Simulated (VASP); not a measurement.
# Si (a cell with a defect) in VASP: a series of runs

Runs on Si (a cell with a defect). Level: PBE. Tasks: single point.

Everything below comes from runs of VASP 6.6.1. Logs are shortened: lines on timing, memory, paths and dates and some standing lists are left out, and cuts for length are marked.

### 1 The cell of the first run

The cell holds a defect, 17 atoms: a = 7.679 Å, b = 7.679 Å, c = 7.679 Å, α = 60.00°, β = 60.00°, γ = 60.00°.

### 2 Single point, PBE

INCAR reads:

```
  PREC = Accurate
  ENCUT = 520
  EDIFF = 1E-6
  ISMEAR = -1
  SIGMA = 0.05
  LREAL = Auto
  LASPH = True
  NELM = 60
  ALGO = Normal
  ISIF = 2
  LWAVE = False
  LCHARG = False
  GGA = PE
  NBANDS = 48
```

KPOINTS reads:

```
regular mesh
0
Gamma
  2 2 2
```

POSCAR reads:

```
Si
1.0
    0.0000000000      5.4300000000      5.4300000000
    5.4300000000      0.0000000000      5.4300000000
    5.4300000000      5.4300000000      0.0000000000
Si
17
Direct
    0.0090441068     -0.0047533149     -0.0002988029
    0.1234296501      0.1193922652      0.1330751381
    0.0029617864     -0.0112638122      0.5049312155
    0.1441485267      0.1170860958      0.6212418969
   -0.0069495396      0.4930736648      0.0199909761
    0.1232688766      0.6233801105      0.1331276243
    0.0028150092      0.5030352670      0.5050100368
    0.1176106814      0.6177806630      0.6465276243
    0.4953406077     -0.0046091160     -0.0004269797
    0.6355211786      0.1356659300      0.0926613260
    0.5120083794      0.0122927256      0.4634623389
    0.6171008287      0.1172466851      0.6210851750
    0.4951329650      0.5091697974     -0.0002454880
    0.6193734807      0.6234898711      0.1330863720
    0.4885880295      0.5031397790      0.5049469613
    0.6168715470      0.6443790976      0.6212997238
    0.7660562615      0.2663367403      0.7012735727
```

Potentials or basis: VASP PAW PBE potentials, release 64 (Si).

Run with:

```bash
$ cat potpaw_PBE.64/Si/POTCAR > POTCAR
$ mpirun -np 1 vasp_std > vasp.out
```

OUTCAR:

```text
PREC = Accurate
   ENCUT = 520
   EDIFF = 1E-6
   ISMEAR = -1
   LREAL = Auto
   LASPH = True
   NELM = 60
   ISIF = 2
   GGA = PE

 ion  position               nearest neighbor table
   1  0.009  0.995  1.000-   6 2.33   2 2.33  10 2.35   4 2.37  17 2.95
   2  0.123  0.119  0.133-   3 2.33   1 2.33   9 2.33   5 2.34
   3  0.003  0.989  0.505-   8 2.33   2 2.33   4 2.42  12 2.42  17 2.59
   4  0.144  0.117  0.621-  11 2.32   1 2.37  17 2.39   3 2.42   7 2.42
   5  0.993  0.493  0.020-   8 2.34   6 2.34  14 2.34   2 2.34
   6  0.123  0.623  0.133-   7 2.33  13 2.33   1 2.33   5 2.34
   7  0.003  0.503  0.505-   8 2.33   6 2.33  16 2.42   4 2.42  17 2.59
   8  0.118  0.618  0.647-   3 2.33  15 2.33   7 2.33   5 2.34
   9  0.495  0.995  1.000-  14 2.33   2 2.33  10 2.35  12 2.37  17 2.95
  10  0.636  0.136  0.093-  11 2.32  13 2.35   1 2.35   9 2.35  17 2.45
  11  0.512  0.012  0.463-  12 2.32   4 2.32  16 2.32  10 2.32
  12  0.617  0.117  0.621-  11 2.32   9 2.37  17 2.39   3 2.42  15 2.42
  13  0.495  0.509  1.000-   6 2.33  14 2.33  10 2.35  16 2.37  17 2.95
  14  0.619  0.623  0.133-  15 2.33  13 2.33   9 2.33   5 2.34
  15  0.489  0.503  0.505-   8 2.33  14 2.33  16 2.42  12 2.42  17 2.59
  16  0.617  0.644  0.621-  11 2.32  13 2.37  17 2.39  15 2.42   7 2.42
  17  0.766  0.266  0.701-  16 2.39   4 2.39  12 2.39  10 2.45   7 2.59  15 2.59   3 2.59  13 2.95
                             1 2.95   9 2.95

  LATTYP: Found a face centered cubic cell.
 ALAT       =    10.8600000000

  Lattice vectors:

 A1 = (   0.0000000000,   5.4300000000,   5.4300000000)
 A2 = (   5.4300000000,   0.0000000000,   5.4300000000)
 A3 = (   5.4300000000,   5.4300000000,   0.0000000000)

Analysis of symmetry for initial positions (statically):
=====================================================================
 Subroutine PRICEL returns:
 Original cell was already a primitive cell.

 Routine SETGRP: Setting up the symmetry group for a
 face centered cubic supercell.

 Subroutine GETGRP returns: Found  1 space group operations
 (whereof  1 operations were pure point group operations)
 out of a pool of 48 trial point group operations.

The static configuration has the point symmetry C_1 .

Analysis of symmetry for dynamics (positions and initial velocities):
=====================================================================
 Subroutine PRICEL returns:
 Original cell was already a primitive cell.
[... 124 lines left out ...]
   NSW    =      0    number of steps for IOM
   IBRION =     -1    ionic relax: 0-MD 1-quasi-New 2-CG
   NFREE  =      0    steps in history (QN), initial steepest desc. (CG)
   ISIF   =      2    stress and relaxation
   ISYM   =      2    0-nonsym 1-usesym 2-fastsym
   POTIM  = 0.5000    time-step for ionic-motion
   TEBEG  =    0.0;   TEEND  =   0.0 temperature during run
   PSTRESS=    0.0 pullay stress
   NELECT =      68.0000    total number of electrons
   NUPDOWN=      -1.0000    fix difference up-down
   EMIN   =  10.00;   EMAX   =-10.00  energy-range for DOS
   EFERMI =   0.00;   METHOD = LEGACY
   ISMEAR =    -1;   SIGMA  =   0.05  broadening in eV -4-tet -1-fermi 0-gaus
   EFERMI_NEDOS =   21; number of points for ismear=-14 and -15
   IALGO  =     38    algorithm
   IMIX   =      4    mixing-type and parameters
     AMIX     =   0.40;   BMIX     =  1.00
     AMIX_MAG =   1.60;   BMIX_MAG =  1.00
  volume/ion in A,a.u.               =      18.84       127.11
  Fermi-wavevector in a.u.,A,eV,Ry     =   0.976715  1.845724 12.979587  0.953973
  Thomas-Fermi vector in A             =   2.107356
   LORBIT       =      0    0 simple, 1 ext, 2 COOP (PROOUT), +10 PAW based schemes
   GGA     = PE    functional components
   LHFCALC =     F    Hartree Fock is set to
   AEXX    =    0.0000 exact exchange contribution
   IVDW    =     0    specifies the selected vdW correction
   LEPSILON=     F    determine dielectric tensor
   LRPA    =     F    only Hartree local field effects (RPA)
 non-spin polarized calculation
  energy-cutoff  :      520.00
  volume of cell :      320.21
 maximum number of plane-waves:      8646
 NGX is ok and might be reduce to    60
   NGX = 29   NGY = 29   NGZ = 29

 number of electron      68.0000000 magnetization

 Free energy of the ion-electron system (eV)
  ---------------------------------------------------
  ext. energy  EPLUGINS =         0.00000000
  ---------------------------------------------------
  free energy    TOTEN  =       -87.91234913 eV

  energy without entropy =      -87.86887004  energy(sigma->0) =      -87.89060959

 E-fermi :   6.8695     XC(G=0):  -9.6815

 val. band max:        6.7628481038   @ k =   0.0000   0.0000   0.0000
 cond. band min:       6.9001792439   @ k =   0.0000   0.5000   0.5000
 fundamental gap:      0.1373311401
 Fermi energy:         6.8695347077

 k-point     1 :       0.0000    0.0000    0.0000
  band No.  band energies     occupation
      1      -6.3004      2.00000
      2      -3.8237      2.00000
      3      -3.6337      2.00000
      4      -3.6330      2.00000
      5      -3.5264      2.00000
      6      -2.7576      2.00000
[... 381 lines left out ...]
     45      10.1476      0.00000
     46      10.3109      0.00000
 [bands above 46 left out]

------------------------ aborting loop because EDIFF is reached ----------------------------------------

  FORCE on cell =-STRESS in cart. coord.  units (eV):
  Direction    XX          YY          ZZ          XY          YZ          ZX
  --------------------------------------------------------------------------------------
  -------------------------------------------------------------------------------------
  Total       10.1149761     10.1169089     10.1240504     -0.3494073      0.3541077      0.3520471
  in kB       50.6111212     50.6207922     50.6565252     -1.7482886      1.7718074      1.7614971
  external PRESSURE =      50.6294795 kB  Pullay stress =       0.0000000 kB

 VOLUME and BASIS-vectors are now :
 -----------------------------------------------------------------------------
  energy-cutoff  :      520.00
  volume of cell :      320.21
      direct lattice vectors                 reciprocal lattice vectors
     0.000000000  5.430000000  5.430000000    -0.092081031  0.092081031  0.092081031
     5.430000000  0.000000000  5.430000000     0.092081031 -0.092081031  0.092081031
     5.430000000  5.430000000  0.000000000     0.092081031  0.092081031 -0.092081031

 POSITION                                       TOTAL-FORCE (eV/Angst)
 -----------------------------------------------------------------------------------
     10.83257      5.47749      5.45330        -0.000033     -0.035159      0.003860
      1.37090      1.39282      1.31852        -0.019606     -0.021130      0.021693
      8.11061      2.75786      5.38492        -0.017865     -0.021981      0.020274
      4.00912      4.15607      1.41850         0.006233     -0.092488     -0.007367
      2.78594      5.50082      8.06965        -0.036074     -0.036362      0.037432
      4.10784      1.39223      4.05430        -0.018344     -0.018379      0.017558
[... 9 lines left out ...]
      6.87264      6.72327      6.84859        -0.090717      0.003878     -0.004345
      5.25412      7.96760      5.60589         0.167099      0.169024     -0.174407
 -----------------------------------------------------------------------------------
    total drift:                               -0.000676     -0.001292     -0.002117

  FREE ENERGIE OF THE ION-ELECTRON SYSTEM (eV)
  ---------------------------------------------------
  free  energy   TOTEN  =       -87.9123491324 eV

  energy  without entropy=      -87.8688700436  energy(sigma->0) =      -87.89060959
```

OSZICAR:

```text
N       E                     dE             d eps       ncg     rms          rms(c)
DAV:   1     0.164171206808E+03    0.16417E+03   -0.26110E+04   768   0.117E+03
DAV:   2    -0.743465446760E+02   -0.23852E+03   -0.22572E+03   936   0.171E+02
DAV:   3    -0.891749899712E+02   -0.14828E+02   -0.14399E+02   984   0.375E+01
DAV:   4    -0.895156206048E+02   -0.34063E+00   -0.33866E+00   960   0.694E+00
DAV:   5    -0.895243818796E+02   -0.87613E-02   -0.87542E-02   952   0.103E+00    0.146E+01
DAV:   6    -0.883651605535E+02    0.11592E+01   -0.89045E-01   904   0.284E+00    0.885E+00
DAV:   7    -0.879036579938E+02    0.46150E+00   -0.12106E+00   896   0.324E+00    0.865E-01
DAV:   8    -0.879100007417E+02   -0.63427E-02   -0.62686E-02   896   0.902E-01    0.437E-01
DAV:   9    -0.879113572609E+02   -0.13565E-02   -0.62949E-03   912   0.271E-01    0.197E-01
DAV:  10    -0.879121126573E+02   -0.75540E-03   -0.91097E-04   896   0.106E-01    0.904E-02
DAV:  11    -0.879123318062E+02   -0.21915E-03   -0.24561E-04   912   0.592E-02    0.248E-02
DAV:  12    -0.879123465051E+02   -0.14699E-04   -0.17819E-05   944   0.158E-02    0.865E-03
DAV:  13    -0.879123489961E+02   -0.24910E-05   -0.43357E-06   896   0.750E-03    0.231E-03
DAV:  14    -0.879123491324E+02   -0.13630E-06   -0.22341E-07   576   0.187E-03
   1 F= -.87912349E+02 E0= -.87890610E+02  d E =-.434791E-01
```

Run time: 2 min. Hardware: 1 thread of AMD EPYC 9R45 (Zen 5), shared host; peak memory 0.43 GiB.

Results:

```
Free energy            : -87.9123 eV
Pressure               : 5.1 GPa
Largest force          : 0.295 eV/Å
Band gap on the k mesh : zero (bands 34 and 35 overlap by 0.14 eV)
```

Forces in eV/Å, atoms in the order of the input:
```
Si   0.000 -0.035  0.004
Si  -0.020 -0.021  0.022
Si  -0.018 -0.022  0.020
Si   0.006 -0.092 -0.007
Si  -0.036 -0.036  0.037
Si  -0.018 -0.018  0.018
Si  -0.020 -0.019  0.024
Si  -0.038 -0.037  0.032
Si  -0.002 -0.003  0.036
Si   0.082  0.083 -0.084
Si   0.051  0.052 -0.064
Si   0.015  0.015  0.096
Si  -0.035 -0.001  0.004
Si  -0.020 -0.019  0.022
Si  -0.022 -0.019  0.020
Si  -0.091  0.004 -0.004
Si   0.167  0.169 -0.174
```

Caveat: the k points lie up to 0.50 Å⁻¹ apart.

### 3 Single point, PBE

INCAR reads:

```
ALGO = Normal
EDIFF = 1E-6
ENCUT = 520
GGA = PE
ISIF = 2
ISMEAR = -1
LASPH = T
LCHARG = T
LELF = T
LREAL = Auto
LVHAR = T
LWAVE = F
NBANDS = 48
NELM = 80
PREC = Accurate
SIGMA = 0.05
```

KPOINTS reads:

```
k-points
0
Gamma
  2 2 2
```

POSCAR reads:

```
Si
1.0
    0.0000000000      5.4300000000      5.4300000000
    5.4300000000      0.0000000000      5.4300000000
    5.4300000000      5.4300000000      0.0000000000
Si
17
Direct
    0.0145989871     -0.0071406077     -0.0008358195
    0.1217872928      0.1181219153      0.1378360958
    0.0012800184     -0.0125417127      0.5097842541
    0.1588207182      0.1078135359      0.6253339779
   -0.0104162063      0.4896086556      0.0307255985
    0.1217113260      0.6217711786      0.1378787293
    0.0011200737      0.5012744015      0.5099324125
    0.1140806630      0.6142290976      0.6574589319
    0.4929452118     -0.0070332413     -0.0009299263
    0.6468577348      0.1469623389      0.0589400552
    0.5200257827      0.0201965009      0.4396438306
    0.6077599448      0.1078662063      0.6252032228
    0.4927889503      0.5146720074     -0.0007887661
    0.6181099448      0.6218193370      0.1378460405
    0.4873378453      0.5014089319      0.5098046961
    0.6076717311      0.6589822284      0.6253538674
    0.7887703499      0.2889591160      0.6334609576
```

Potentials or basis: VASP PAW PBE potentials, release 64 (Si).

Run with:

```bash
$ cat potpaw_PBE.64/Si/POTCAR > POTCAR
$ mpirun -np 1 vasp_std > vasp.out
```

OUTCAR:

```text
EDIFF = 1E-6
   ENCUT = 520
   GGA = PE
   ISIF = 2
   ISMEAR = -1
   LASPH = T
   LREAL = Auto
   NELM = 80
   PREC = Accurate

 ion  position               nearest neighbor table
   1  0.015  0.993  0.999-   6 2.33   2 2.33  10 2.34   4 2.35
   2  0.122  0.118  0.138-   1 2.33   9 2.33   5 2.33   3 2.33
   3  0.001  0.987  0.510-   2 2.33   8 2.35  17 2.41   4 2.47  12 2.47
   4  0.159  0.108  0.625-  11 2.31   1 2.35  17 2.44   3 2.47   7 2.47
   5  0.990  0.490  0.031-   6 2.33  14 2.33   2 2.33   8 2.34
   6  0.122  0.622  0.138-  13 2.33   1 2.33   5 2.33   7 2.33
   7  0.001  0.501  0.510-   6 2.33   8 2.35  17 2.40  16 2.47   4 2.47
   8  0.114  0.614  0.657-   5 2.34   3 2.35  15 2.35   7 2.35
   9  0.493  0.993  0.999-  14 2.33   2 2.33  10 2.34  12 2.35
  10  0.647  0.147  0.059-  13 2.34   1 2.34   9 2.34  11 2.39  17 2.67
  11  0.520  0.020  0.440-  12 2.30   4 2.31  16 2.31  10 2.39
  12  0.608  0.108  0.625-  11 2.30   9 2.35  17 2.45   3 2.47  15 2.47
  13  0.493  0.515  0.999-   6 2.33  14 2.33  10 2.34  16 2.35
  14  0.618  0.622  0.138-  13 2.33   9 2.33   5 2.33  15 2.33
  15  0.487  0.501  0.510-  14 2.33   8 2.35  17 2.41  16 2.47  12 2.47
  16  0.608  0.659  0.625-  11 2.31  13 2.35  17 2.44  15 2.47   7 2.47
  17  0.789  0.289  0.633-   7 2.40  15 2.41   3 2.41  16 2.44   4 2.44  12 2.45  10 2.67

[... 208 lines left out ...]
      4      -3.6121      2.00000
      5      -3.3985      2.00000
      6      -2.6885      2.00000
[... 381 lines left out ...]
     45      10.2783      0.00000
     46      10.4400      0.00000
 [bands above 46 left out]

------------------------ aborting loop because EDIFF is reached ----------------------------------------

  FORCE on cell =-STRESS in cart. coord.  units (eV):
  Direction    XX          YY          ZZ          XY          YZ          ZX
  --------------------------------------------------------------------------------------
  -------------------------------------------------------------------------------------
  Total        9.0736890      9.0780985      9.0829746     -1.0111500      1.0203217      1.0212233
  in kB       45.4009548     45.4230183     45.4474162     -5.0593730      5.1052642      5.1097754
  external PRESSURE =      45.4237964 kB  Pullay stress =       0.0000000 kB

 VOLUME and BASIS-vectors are now :
 -----------------------------------------------------------------------------
  energy-cutoff  :      520.00
  volume of cell :      320.21
      direct lattice vectors                 reciprocal lattice vectors
     0.000000000  5.430000000  5.430000000    -0.092081031  0.092081031  0.092081031
     5.430000000  0.000000000  5.430000000     0.092081031 -0.092081031  0.092081031
     5.430000000  5.430000000  0.000000000     0.092081031  0.092081031 -0.092081031

 POSITION                                       TOTAL-FORCE (eV/Angst)
 -----------------------------------------------------------------------------------
     10.81669      5.50473      5.47050        -0.004787      0.003684      0.007256
      1.38985      1.40976      1.30271         0.009672      0.005268     -0.001063
      8.13003      2.77508      5.36885         0.024861     -0.007491      0.002639
      3.98099      4.25796      1.44782        -0.013856      0.014168      0.010276
      2.82541      5.54028      8.03201        -0.004325     -0.004216      0.003762
      4.12490      1.40957      4.03711         0.009778      0.008652     -0.013986
[... 9 lines left out ...]
      6.97395      6.69533      6.87793         0.015493     -0.012867      0.010112
      5.00874      7.72272      5.85207         0.025184      0.028422     -0.048449
 -----------------------------------------------------------------------------------
    total drift:                               -0.004300     -0.003340      0.005229

  FREE ENERGIE OF THE ION-ELECTRON SYSTEM (eV)
  ---------------------------------------------------
  free  energy   TOTEN  =       -87.7399886961 eV

  energy  without entropy=      -87.6850132100  energy(sigma->0) =      -87.71250095
```

stdout:

```text
POSCAR found type information on POSCAR Si
 POSCAR found :  1 types and      17 ions
 scaLAPACK will be used
 LDA part: xc-table for (Slater+PW92), standard interpolation
 POSCAR, INCAR and KPOINTS ok, starting setup
 FFT: planning ... GRIDC
 FFT: planning ... GRID_SOFT
 FFT: planning ... GRID
 WAVECAR not read
 entering main loop
```

It took 2.1 min on 1 thread of AMD EPYC 9R45 (Zen 5), shared host; peak memory 0.44 GiB.

Results:

```yaml
Free_energy: -87.7400 eV
Pressure: 4.5 GPa
Largest_force: 0.062 eV/Å
Band_gap_on_the_k_mesh: zero (bands 34 and 35 overlap by 0.03 eV)
```

Forces in eV/Å, atoms in the order of the input:
```
Si  -0.005  0.004  0.007
Si   0.010  0.005 -0.001
Si   0.025 -0.007  0.003
Si  -0.014  0.014  0.010
Si  -0.004 -0.004  0.004
Si   0.010  0.009 -0.014
Si  -0.003 -0.002 -0.001
Si  -0.004 -0.003 -0.008
Si  -0.006 -0.007 -0.004
Si  -0.029 -0.028  0.026
Si  -0.023 -0.023  0.008
Si   0.002  0.003  0.001
Si   0.002 -0.007  0.009
Si   0.007  0.010 -0.002
Si  -0.008  0.022  0.002
Si   0.015 -0.013  0.010
Si   0.025  0.028 -0.048
```

Levels at points of the mesh, in eV from the Fermi level:
```tsv
k point	band 30	band 31	band 32	band 33	band 34	band 35	band 36	band 37	band 38	band 39
(0.00, 0.00, 0.00)	-1.49	-1.16	-0.70	-0.70	-0.51	-0.04	-0.04	0.25	0.25	0.79
(0.50, 0.00, 0.00)	-1.47	-1.39	-1.36	-0.91	-0.15	0.18	0.70	0.93	1.06	1.34
(0.00, 0.50, 0.00)	-1.47	-1.39	-1.36	-0.91	-0.15	0.18	0.70	0.93	1.06	1.34
(0.00, 0.00, 0.50)	-1.41	-1.40	-1.30	-1.30	-0.21	0.40	0.40	1.19	1.19	1.23
(0.50, 0.50, 0.50)	-1.47	-1.39	-1.36	-0.91	-0.16	0.18	0.70	0.93	1.06	1.34
(0.50, 0.50, 0.00)	-1.93	-1.90	-1.73	-0.74	-0.01	0.42	1.32	1.46	1.56	1.94
(0.00, 0.50, 0.50)	-1.93	-1.90	-1.73	-0.74	-0.01	0.43	1.32	1.46	1.56	1.94
(0.50, 0.00, 0.50)	-1.93	-1.90	-1.73	-0.74	-0.01	0.43	1.32	1.46	1.56	1.94
```

Caveat: the k points lie up to 0.50 Å⁻¹ apart.

The gap in the log of VASP goes by the Fermi energy; the results here count the filled bands.